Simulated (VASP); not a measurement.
Runs of VASP 6.6.1 on Se. The structure is that of space group Fd-3m (No. 227), or close to it. The cells are those of the table. 

```tsv
task	cell	k mesh for the DOS	occupations for the DOS	gap on the mesh (eV)	pressure (GPa)
single point	a = 3.321 Å, angles 60.0°, 2 atoms	-	-	none	195.6
single point	a = 3.669 Å, angles 60.0°, 2 atoms	-	-	none	69.9
single point	a = 4.216 Å, angles 60.0°, 2 atoms	-	-	none	(a)
single point	a = 3.869 Å, angles 60.0°, 2 atoms	-	-	none	(b)
single point	a = 4.050 Å, angles 60.0°, 2 atoms	-	-	none	18.2
single point	a = 4.400 Å, angles 60.0°, 2 atoms	-	-	none	0.1
```

Alike in all rows: level PBEsol; potentials or basis VASP PAW PBE potentials, release 64 (Se); no spin polarisation; k mesh 11 × 11 × 11; cutoff (eV) 520; smearing fermi-dirac 0.08 eV.

**Question.** Estimate the missing entries.

**Answer.** (a) 7.4; (b) 36.8.

Caveats: the PAW data sets were made with another functional, which shifts forces and pressure a little.

A k mesh can miss the band edges, and the runs leave out spin-orbit coupling on Se.

A gap of «none» marks levels without a gap at the run's occupations.
